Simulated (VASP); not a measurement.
Si, 2 atoms in the cell. The structure is cubic, space group Fd-3m (No. 227). The conventional cell has a = 5.467 Å, b = 5.467 Å, c = 5.467 Å, α = 90.00°, β = 90.00°, γ = 90.00°. Si (site symmetry -43m) has 4 Si at 2.37 Å within 3.1 Å.  This cell differs from its parent crystal: volume scaled by 1.02.

- Program: VASP 6.6.1
- Task: single point
- Functional: LDA
- Potentials or basis: VASP PAW LDA potentials, release 64 (Si)
- Cutoff: 520 eV
- k mesh: 11 × 11 × 11
- Occupations: fermi-dirac, width 0.08 eV
- Spin: no spin polarisation
- Dipole correction: no
- Further INCAR settings: ALGO = Normal; EDIFF = 1e-06; NBANDS = 11

Potentials or basis: VASP PAW LDA potentials, release 64 (Si).

Run with:

```bash
$ cat potpaw_LDA.64/Si/POTCAR > POTCAR
$ mpirun -np 1 vasp_std > vasp.out
```

Hardware: 1 thread of AMD EPYC 9R14 (Zen 4), on a shared host.

Q: How long does it take, and how much memory?

A: It took 13 s on 1 thread of AMD EPYC 9R14 (Zen 4), with other jobs on the host, peak memory 0.12 GiB. Counts: scf iterations 11, k points 56.
